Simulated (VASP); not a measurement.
Wanted: the native input for a VASP 6.6.1 run.

- Task: single point
- Functional: LDA
- Potentials or basis: VASP PAW LDA potentials, release 64 (P)
- Cutoff: 520 eV
- k mesh: 18 × 18 × 18
- Occupations: gaussian, width 0.15 eV
- Spin: no spin polarisation
- Dipole correction: no
- Further INCAR settings: ALGO = Normal; EDIFF = 1e-06; NBANDS = 12

The structure of P lies in POSCAR:

```
P
1.0
    1.5812135160      0.9129140491      3.7278821210
   -1.5812135160      0.9129140491      3.7278821210
    0.0000000000     -1.8258280982      3.7278821210
P
2
Direct
    0.2270802500      0.2270802500      0.2270802500
    0.7729197500      0.7729197500      0.7729197500
```

This cell differs from its parent crystal: ratio of the length along z to the lengths across it x 1.3, volume and fractional coordinates fixed.

One way to write it, as run:

INCAR

```
SYSTEM = P
PREC = Accurate
ENCUT = 520
EDIFF = 1E-6
ISMEAR = 0
SIGMA = 0.15
LREAL = .FALSE.
LASPH = .TRUE.
NELM = 80
ALGO = Normal
ISIF = 2
LWAVE = .FALSE.
LCHARG = .FALSE.
NBANDS = 12
```

KPOINTS

```
Automatic mesh
0
G
  18 18 18
  0 0 0
```

Potentials or basis: VASP PAW LDA potentials, release 64 (P).

Launch:

```bash
$ cat potpaw_LDA.64/P/POTCAR > POTCAR
$ mpirun -np 1 vasp_std > vasp.out
```

It gave:

```
Pressure               : 0.7 GPa
Largest force          : 1.325 eV/Å
Band gap on the k mesh : zero (band 5 reaches 10.70 eV, above the bottom of band 6 at 7.18 eV)
```

Caveat: forces of over 1 eV/Å act on the atoms, so gaps and moduli don't describe the material at rest.

It took 3.8 min on 1 thread of Oxide Virtual Turin-like Processor (shared host), peak memory 0.24 GiB.
